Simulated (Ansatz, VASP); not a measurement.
## Tl: VASP beside Ansatz

```
Tl
1.0
     3.50251    0.00000    0.00000
    -1.75125    3.03326    0.00000
     0.00000    0.00000    5.58337
Tl
2
Direct
  0.33333 0.66667 0.25000
  0.66667 0.33333 0.75000
```

Alike in both runs: task electric field gradients; functional PBE; dispersion D3(BJ); k mesh 15 × 15 × 8; occupations fermi-dirac, width 0.15 eV; no spin polarisation.

|  | VASP | Ansatz |
| --- | --- | --- |
| version | VASP 6.6.1 | Ansatz 0.2.0 |
| potentials or method | VASP PAW PBE potentials, release 64 (Tl_d), cutoff 520 eV | scalar-relativistic, plane waves, PAW |
| valence electrons in the cell | 26 | 26 |

```tsv
	VASP	Ansatz	Ansatz less VASP
gap on the k mesh at the Fermi level (eV)	none	none	-
pressure (GPa)	-0.1	0.0	+0.06
size of Vzz on the site where it differs most (V/Å²)	14.8	14.6	-0.22
```

A gap of «none» marks a metal or a gap that the smearing closes.

Neither program's run includes spin-orbit coupling.
